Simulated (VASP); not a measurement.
Set up this calculation in VASP 6.6.1, as the native input.

```
Task                   : relaxation of cell and atoms
Functional             : PBE
Potentials or basis    : VASP PAW PBE potentials, release 64 (Ga_d, B, P, N)
Cutoff                 : 600 eV
k mesh                 : 6 × 6 × 4
Occupations            : gaussian, width 0.1 eV
Spin                   : no spin polarisation
Dipole correction      : no
Further INCAR settings : ALGO = Normal; EDIFF = 1e-07; IBRION = 2; EDIFFG = -0.04; NSW = 90; ISIF = 3
```

The structure of GaBPN lies in POSCAR:

```
GaBPN
1.0
    3.4101116200      0.0000000000      0.0000000000
    0.0000000000      3.4101116200      0.0000000000
    0.0000000000      0.0000000000      5.1555894700
Ga B P N
1 1 1 1
Direct
    0.5000000000      0.5000000000      0.5000000000
    0.0000000000      0.0000000000      0.5000000000
    0.5000000000      0.5000000000      0.0000000000
    0.0000000000      0.0000000000      0.0000000000
```

One way to write it, as run:

INCAR

```
SYSTEM = GaBPN
PREC = Accurate
ENCUT = 600
EDIFF = 1E-7
ISMEAR = 0
SIGMA = 0.1
LREAL = .FALSE.
LASPH = .TRUE.
NELM = 80
ALGO = Normal
ISIF = 3
LWAVE = .FALSE.
LCHARG = .FALSE.
GGA = PE
IBRION = 2
NSW = 90
EDIFFG = -0.04
```

KPOINTS

```
regular mesh
0
G
  6 6 4
  0 0 0
```

Potentials or basis: VASP PAW PBE potentials, release 64 (Ga_d, B, P, N).

The run is started by

```sh
$ cat potpaw_PBE.64/Ga_d/POTCAR potpaw_PBE.64/B/POTCAR potpaw_PBE.64/P/POTCAR potpaw_PBE.64/N/POTCAR > POTCAR
$ mpirun -np 1 vasp_std > vasp.out
```

Results of the run:

The relaxed volume is 11.27 Å³/atom. The relaxed cell is a = 3.044 Å, b = 3.044 Å, c = 4.864 Å, α = 90.00°, β = 90.00°, γ = 90.00° and the space group after relaxing (to 0.05 Å) is P4/mmm (No. 123). The energy gained by relaxing is 343.9 meV/atom and the ionic steps are 7. The pressure after relaxing is 0.3 GPa and the band gap on the k mesh is zero (band 13 reaches 8.41 eV, above the bottom of band 14 at 4.89 eV).

Caveat: the volume moved by over 15 % at a fixed basis, so the end points are rough.

It took 4.2 min on 1 thread of Intel(R) Xeon(R) Platinum 8259CL CPU @ 2.50GHz (Skylake/Cascade Lake), with other jobs on the host, peak memory 0.22 GiB.
